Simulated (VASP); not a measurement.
# SnO2 (Imma) in VASP: notebook

Aim: see how the results for SnO2 move with the level of theory and the settings. Levels: BLYP, PBEsol. Tasks: single point.

Everything below comes from runs of VASP 6.6.1. Logs are shortened: lines on timing, memory, paths and dates and some standing lists are left out, and cuts for length are marked.

## Step 1: The cell of the first run

The structure is orthorhombic, space group Imma (No. 74). The conventional cell has a = 6.498 Å, b = 6.829 Å, c = 6.828 Å, α = 90.00°, β = 90.00°, γ = 90.00°. Sn (site symmetry 2/m) has 6 O at 2.09 Å within 2.8 Å. Within 2.8 Å of Sn (site symmetry mm2) lie 6 O at 2.09 to 2.10 Å. Within 2.8 Å of O (site symmetry m) lie 3 Sn at 2.09 to 2.10 Å and 1 O at 2.64 Å. Within 2.8 Å of O (site symmetry m) lie 3 Sn at 2.09 Å and 1 O at 2.64 Å.

## Step 2: Single point, BLYP

INCAR reads:

```
AGGAC = 1.0
AGGAX = 1.0
ALDAC = 0.0
ALDAX = 1.0
ALGO = Normal
EDIFF = 1E-6
ENCUT = 520
GGA = B5
ISIF = 2
ISMEAR = -1
LASPH = T
LCHARG = T
LELF = T
LREAL = F
LVHAR = T
LWAVE = F
NBANDS = 64
NELM = 60
PREC = Accurate
SIGMA = 0.05
```

KPOINTS reads:

```
k-points
0
Gamma
  6 6 6
```

POSCAR reads:

```
SnO2
1.0
   -3.2488970000      3.4144700000      3.4140210000
    3.2488970000     -3.4144700000      3.4140210000
    3.2488970000      3.4144700000     -3.4140210000
Sn O
4 8
Direct
    0.5000000000      0.0000000000      0.0000000000
    0.5000000000      0.5000000000      0.5000000000
    0.0035990000      0.7535990000      0.2500000000
    0.9964010000      0.2464010000      0.7500000000
    0.8064960000      0.8037740000      0.4972780000
    0.8064960000      0.3092180000      0.0027220000
    0.3024350000      0.2459400000      0.0564950000
    0.6894450000      0.2459400000      0.4435050000
    0.3105550000      0.7540600000      0.5564950000
    0.1935040000      0.6907820000      0.9972780000
    0.6975650000      0.7540600000      0.9435050000
    0.1935040000      0.1962260000      0.5027220000
```

Potentials or basis: VASP PAW PBE potentials, release 64 (Sn_d, O).

Launch:

```
$ cat potpaw_PBE.64/Sn_d/POTCAR potpaw_PBE.64/O/POTCAR > POTCAR
$ mpirun -np 1 vasp_std > vasp.out
```

OUTCAR:

```text
EDIFF = 1E-6
   ENCUT = 520
   GGA = B5
   ISIF = 2
   ISMEAR = -1
   LASPH = T
   LREAL = F
   NELM = 60
   PREC = Accurate

 ion  position               nearest neighbor table
   1  0.500  0.000  0.000-   6 2.09  10 2.09   7 2.09  11 2.09   8 2.09   9 2.09   2 3.25   2 3.25

   2  0.500  0.500  0.500-   5 2.09  12 2.09   9 2.09   8 2.09  11 2.09   7 2.09   1 3.25   1 3.25

   3  0.004  0.754  0.250-  10 2.09  12 2.09   9 2.09  11 2.09   5 2.10   6 2.10   4 3.25   4 3.25

   4  0.996  0.246  0.750-   6 2.09   5 2.09   8 2.09   7 2.09  12 2.10  10 2.10   3 3.25   3 3.25

   5  0.806  0.804  0.497-   4 2.09   2 2.09   3 2.10
   6  0.806  0.309  0.003-   4 2.09   1 2.09   3 2.10
   7  0.302  0.246  0.056-   4 2.09   1 2.09   2 2.09
   8  0.689  0.246  0.444-   4 2.09   2 2.09   1 2.09
   9  0.311  0.754  0.556-   3 2.09   2 2.09   1 2.09
  10  0.194  0.691  0.997-   3 2.09   1 2.09   4 2.10
  11  0.698  0.754  0.944-   3 2.09   1 2.09   2 2.09
  12  0.194  0.196  0.503-   3 2.09   2 2.09   4 2.10

  LATTYP: Found a body centered orthorhombic cell.
 ALAT       =     6.4977940000
 B/A-ratio  =     1.0508246337
 C/A-ratio  =     1.0509628345

  Lattice vectors:

 A1 = (  -3.2488970000,  -3.4144700000,   3.4140210000)
 A2 = (   3.2488970000,  -3.4144700000,  -3.4140210000)
 A3 = (   3.2488970000,   3.4144700000,   3.4140210000)

Analysis of symmetry for initial positions (statically):
=====================================================================
 Subroutine PRICEL returns:
 Original cell was already a primitive cell.

 Routine SETGRP: Setting up the symmetry group for a
 body centered orthorhombic supercell.

 Subroutine GETGRP returns: Found  8 space group operations
 (whereof  4 operations were pure point group operations)
 out of a pool of  8 trial point group operations.

The static configuration has the point symmetry C_2h.
 The point group associated with its full space group is D_2h.

Analysis of symmetry for dynamics (positions and initial velocities):
=====================================================================
 Subroutine PRICEL returns:
 Original cell was already a primitive cell.

 Routine SETGRP: Setting up the symmetry group for a
 body centered orthorhombic supercell.

 Subroutine GETGRP returns: Found  8 space group operations
 (whereof  4 operations were pure point group operations)
 out of a pool of  8 trial point group operations.

The dynamic configuration has the point symmetry C_2h.
[... 132 lines left out ...]
   NUPDOWN=      -1.0000    fix difference up-down
   EMIN   =  10.00;   EMAX   =-10.00  energy-range for DOS
   EFERMI =   0.00;   METHOD = LEGACY
   ISMEAR =    -1;   SIGMA  =   0.05  broadening in eV -4-tet -1-fermi 0-gaus
   EFERMI_NEDOS =   21; number of points for ismear=-14 and -15
   IALGO  =     38    algorithm
   IMIX   =      4    mixing-type and parameters
     AMIX     =   0.40;   BMIX     =  1.00
     AMIX_MAG =   1.60;   BMIX_MAG =  1.00
  volume/ion in A,a.u.               =      12.62        85.19
  Fermi-wavevector in a.u.,A,eV,Ry     =   1.444189  2.729122 28.377438  2.085683
  Thomas-Fermi vector in A             =   2.562512
   LORBIT       =      0    0 simple, 1 ext, 2 COOP (PROOUT), +10 PAW based schemes
   GGA     = B5    functional components
   LHFCALC =     F    Hartree Fock is set to
   AEXX    =    0.0000 exact exchange contribution
   IVDW    =     0    specifies the selected vdW correction
   LEPSILON=     F    determine dielectric tensor
   LRPA    =     F    only Hartree local field effects (RPA)
 non-spin polarized calculation
  energy-cutoff  :      520.00
  volume of cell :      151.49
 maximum number of plane-waves:      4102
 NGX is ok and might be reduce to    48
   NGX = 21   NGY = 21   NGZ = 21

 number of electron     104.0000018 magnetization

 Free energy of the ion-electron system (eV)
  ---------------------------------------------------
  ext. energy  EPLUGINS =         0.00000000
  ---------------------------------------------------
  free energy    TOTEN  =       -69.71098565 eV

  energy without entropy =      -69.71097209  energy(sigma->0) =      -69.71097887

 E-fermi :   6.1606     XC(G=0): -10.4857

 val. band max:        5.7933954785   @ k =   0.0000   0.0000   0.0000
 cond. band min:       6.4795431537   @ k =   0.0000   0.0000   0.0000
 fundamental gap:      0.6861476752
 Fermi energy:         6.1605544491

 k-point     1 :       0.0000    0.0000    0.0000
  band No.  band energies     occupation
      1     -15.1845      2.00000
      2     -14.9821      2.00000
      3     -14.9816      2.00000
      4     -14.5816      2.00000
      5     -14.5813      2.00000
      6     -14.5334      2.00000
[... 1597 lines left out ...]
     63      15.3370      0.00000
     64      15.3669      0.00000

 [... further k-points ...]

------------------------ aborting loop because EDIFF is reached ----------------------------------------

  FORCE on cell =-STRESS in cart. coord.  units (eV):
  Direction    XX          YY          ZZ          XY          YZ          ZX
  --------------------------------------------------------------------------------------
  -------------------------------------------------------------------------------------
  Total        5.3505322      4.6831333      4.7128871      0.0000000      0.0000000      0.0000000
  in kB       56.5877126     49.5292411     49.8439210      0.0000000      0.0000000      0.0000000
  external PRESSURE =      51.9869582 kB  Pullay stress =       0.0000000 kB

 VOLUME and BASIS-vectors are now :
 -----------------------------------------------------------------------------
  energy-cutoff  :      520.00
  volume of cell :      151.49
      direct lattice vectors                 reciprocal lattice vectors
    -3.248897000  3.414470000  3.414021000     0.000000000  0.146435611  0.146454869
     3.248897000 -3.414470000  3.414021000     0.153898385  0.000000000  0.146454869
     3.248897000  3.414470000 -3.414021000     0.153898385  0.146435611  0.000000000

 POSITION                                       TOTAL-FORCE (eV/Angst)
 -----------------------------------------------------------------------------------
     -1.62445      1.70724      1.70701        -0.000000     -0.000000      0.000000
      1.62445      1.70724      1.70701         0.000000     -0.000000      0.000000
      3.24890     -1.70723      1.73158        -0.000000     -0.000000     -0.064593
      0.00000      5.12171      1.68244         0.000000     -0.000000      0.064593
      1.60676      1.70724      3.79978         0.026959     -0.000000     -0.056244
     -1.60676      1.70723      3.79978        -0.026959     -0.000000     -0.056244
     -0.00000      0.38580      1.67929         0.000000     -0.055673      0.032388
      0.00000      3.02867      1.67929        -0.000000      0.055673      0.032388
      3.24890      0.38580      1.73473         0.000000     -0.055673     -0.032388
      4.85566      1.70723     -0.38576         0.026959     -0.000000      0.056244
      3.24890      3.02867      1.73473         0.000000      0.055673     -0.032388
      1.64214      1.70723     -0.38576        -0.026959      0.000000      0.056244
 -----------------------------------------------------------------------------------
    total drift:                                0.000000      0.000000     -0.000000

  FREE ENERGIE OF THE ION-ELECTRON SYSTEM (eV)
  ---------------------------------------------------
  free  energy   TOTEN  =       -69.7109856513 eV

  energy  without entropy=      -69.7109720923  energy(sigma->0) =      -69.71097887
```

OSZICAR:

```text
N       E                     dE             d eps       ncg     rms          rms(c)
DAV:   1     0.161275456325E+04    0.16128E+04   -0.48824E+04  6904   0.255E+03
DAV:   2     0.256195004522E+03   -0.13566E+04   -0.12862E+04  6296   0.795E+02
DAV:   3    -0.571062160244E+02   -0.31330E+03   -0.30641E+03  6384   0.280E+02
DAV:   4    -0.838480057753E+02   -0.26742E+02   -0.26442E+02  7368   0.902E+01
DAV:   5    -0.846244187235E+02   -0.77641E+00   -0.77413E+00  6936   0.161E+01    0.238E+01
DAV:   6    -0.694629571153E+02    0.15161E+02   -0.54749E+01  9280   0.757E+01    0.797E+00
DAV:   7    -0.698098539761E+02   -0.34690E+00   -0.57020E+00  6608   0.991E+00    0.460E+00
DAV:   8    -0.697507543185E+02    0.59100E-01   -0.76503E-01  8632   0.561E+00    0.126E+00
DAV:   9    -0.697097692142E+02    0.40985E-01   -0.21011E-01  8936   0.429E+00    0.227E-01
DAV:  10    -0.697108285871E+02   -0.10594E-02   -0.15524E-02  8184   0.964E-01    0.940E-02
DAV:  11    -0.697109767687E+02   -0.14818E-03   -0.12646E-03  8680   0.281E-01    0.258E-02
DAV:  12    -0.697109932395E+02   -0.16471E-04   -0.12081E-04  7320   0.575E-02    0.231E-02
DAV:  13    -0.697109856855E+02    0.75539E-05   -0.23754E-05  7648   0.389E-02    0.119E-03
DAV:  14    -0.697109856513E+02    0.34239E-07   -0.23326E-06  5392   0.688E-03
   1 F= -.69710986E+02 E0= -.69710979E+02  d E =-.135590E-04
```

stdout:

```text
POSCAR found type information on POSCAR SnO
 POSCAR found :  2 types and      12 ions
 scaLAPACK will be used
 -----------------------------------------------------------------------------
|                                                                             |
|                                                                             |
|     You enforced a specific xc type in the INCAR file but a different       |
|     I HOPE YOU KNOW WHAT YOU ARE DOING!                                     |
|                                                                             |
 -----------------------------------------------------------------------------

 LDA part: xc-table for (Slater(with rela. corr.)+VWN5), standard interpolation
 POSCAR, INCAR and KPOINTS ok, starting setup
 FFT: planning ... GRIDC
 FFT: planning ... GRID_SOFT
 FFT: planning ... GRID
 WAVECAR not read
 entering main loop
```

Run time: 8.2 min. Hardware: 1 thread of Intel Xeon Platinum 8124M at 3.00GHz (Skylake/Cascade Lake), shared host; peak memory 0.51 GiB.

What came out:

```yaml
Free_energy: -69.7110 eV
Pressure: 5.2 GPa
Largest_force: 0.065 eV/Å
Band_gap_on_the_k_mesh: 0.69 eV
```

Forces on the atoms (eV/Å):
```
Sn   0.000  0.000  0.000
Sn   0.000  0.000  0.000
Sn   0.000  0.000 -0.065
Sn   0.000  0.000  0.065
O    0.027  0.000 -0.056
O   -0.027  0.000 -0.056
O    0.000 -0.056  0.032
O    0.000  0.056  0.032
O    0.000 -0.056 -0.032
O    0.027  0.000  0.056
O    0.000  0.056 -0.032
O   -0.027  0.000  0.056
```

Caveat: the cell stands under pressure; semilocal functionals underestimate gaps, and a narrow one can read as zero; the PAW data sets were made with another functional, which shifts forces and pressure a little; spin-orbit coupling is left out, which moves the levels of the heavy elements.

## Step 3: Single point, PBEsol

This run uses another cell than the first one, of 11.87 Å³/atom.

INCAR reads:

```
SYSTEM = SnO2
ALGO     = Normal         ! electronic algorithm
EDIFF    = 1E-6           ! SCF threshold, eV
ENCUT    = 600            ! plane-wave cutoff, eV
GGA      = PS             ! functional
GGA_COMPAT= .FALSE.      
ISIF     = 2              ! what is computed and relaxed
ISMEAR   = -1             ! smearing method
LASPH    = .TRUE.         ! aspherical terms in the spheres
LCHARG   = .FALSE.        ! write CHGCAR
LREAL    = .FALSE.        ! projectors in reciprocal space
LWAVE    = .FALSE.        ! write WAVECAR
NBANDS   = 64             ! bands
NELM     = 120            ! most SCF steps
PREC     = Accurate       ! precision mode
SIGMA    = 0.05           ! smearing width, eV
```

KPOINTS reads:

```
k-points
0
G
  6 6 6
  0 0 0
```

Changes to POSCAR since step 2:

```diff
@@ -2,5 +2,5 @@
 1.0
-   -3.2488970000      3.4144700000      3.4140210000
-    3.2488970000     -3.4144700000      3.4140210000
-    3.2488970000      3.4144700000     -3.4140210000
+   -3.1825743698      3.3447673806      3.3443275465
+    3.1825743698     -3.3447673806      3.3443275465
+    3.1825743698      3.3447673806     -3.3443275465
 Sn O
```

Potentials or basis: VASP PAW PBE potentials, release 64 (Sn_d, O).

Launch:

```
$ cat potpaw_PBE.64/Sn_d/POTCAR potpaw_PBE.64/O/POTCAR > POTCAR
$ mpirun -np 1 vasp_std > vasp.out
```

Wall time 5.7 min (1 thread of Intel Xeon 6975P-C (Granite Rapids), shared host); peak memory 0.55 GiB.

The run converged. Its results:

```
Free energy            : -79.2700 eV
Pressure               : 6.1 GPa
Largest force          : 0.147 eV/Å
Band gap on the k mesh : 1.22 eV
```

Forces on the atoms (eV/Å):
```
Sn   0.000  0.000  0.000
Sn   0.000  0.000  0.000
Sn   0.000  0.000 -0.051
Sn   0.000  0.000  0.051
O    0.014  0.000 -0.145
O   -0.014  0.000 -0.145
O    0.000 -0.144  0.025
O    0.000  0.144  0.025
O    0.000 -0.144 -0.025
O    0.014  0.000  0.145
O    0.000  0.144 -0.025
O   -0.014  0.000  0.145
```

Stress tensor (GPa, compression positive):
```
7.56 0.00 0.00
0.00 5.33 0.00
0.00 0.00 5.36
```

Levels at points of the mesh, in eV from the valence-band top:
| k point | band 48 | band 49 | band 50 | band 51 | band 52 | band 53 | band 54 | band 55 | band 56 | band 57 |
| --- | --- | --- | --- | --- | --- | --- | --- | --- | --- | --- |
| (0.00, 0.00, 0.00) | -0.86 | -0.85 | -0.80 | -0.79 | 0.00 | 1.22 | 4.82 | 4.83 | 6.09 | 6.19 |
| (0.50, 0.00, 0.00) | -1.13 | -0.72 | -0.71 | -0.65 | -0.64 | 4.41 | 4.41 | 6.45 | 6.47 | 6.95 |
| (0.00, 0.50, 0.00) | -1.06 | -0.87 | -0.86 | -0.54 | -0.51 | 4.56 | 4.57 | 6.18 | 6.19 | 8.54 |
| (0.50, 0.50, 0.00) | -1.06 | -0.87 | -0.87 | -0.53 | -0.53 | 4.56 | 4.56 | 6.18 | 6.18 | 8.59 |
| (0.50, 0.50, 0.50) | -1.33 | -1.28 | -1.28 | -0.92 | -0.92 | 4.82 | 4.82 | 6.17 | 6.18 | 7.42 |

Caveat: the cell stands under pressure; the PAW data sets were made with another functional, which shifts forces and pressure a little; spin-orbit coupling is left out, which moves the levels of the heavy elements.
